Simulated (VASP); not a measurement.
Input of a VASP 6.6.1 run:

INCAR

```
SYSTEM = Si
PREC = Accurate ; ENCUT = 520
EDIFF = 1E-6 ; ISMEAR = 0
SIGMA = 0.05 ; LREAL = .False.
LASPH = .True. ; NELM = 80
ALGO = Normal ; ISIF = 2
LWAVE = .False. ; LCHARG = .False.
GGA = CA ; NBANDS = 11
```

Contents of KPOINTS:

```
Automatic mesh
0
Gamma
  12 12 12
  0 0 0
```

Contents of POSCAR:

```
Si
1.0
    0.0000000000      2.7007989409      2.7007989409
    2.7007989409      0.0000000000      2.7007989409
    2.7007989409      2.7007989409      0.0000000000
Si
2
Direct
    0.5000000000      0.5000000000      0.5000000000
    0.7500000000      0.7500000000      0.7500000000
```

Potentials or basis: VASP PAW LDA potentials, release 64 (Si).

The run is started by

```bash
$ cat potpaw_LDA.64/Si/POTCAR > POTCAR
$ mpirun -np 1 vasp_std > vasp.out
```

Question: Estimate the pressure.

Answer: 0.1 GPa.

Question: Estimate the band gap on the k mesh.

Answer: 0.44 eV, indirect (least direct gap 2.53 eV).

A k mesh can miss the band edges.
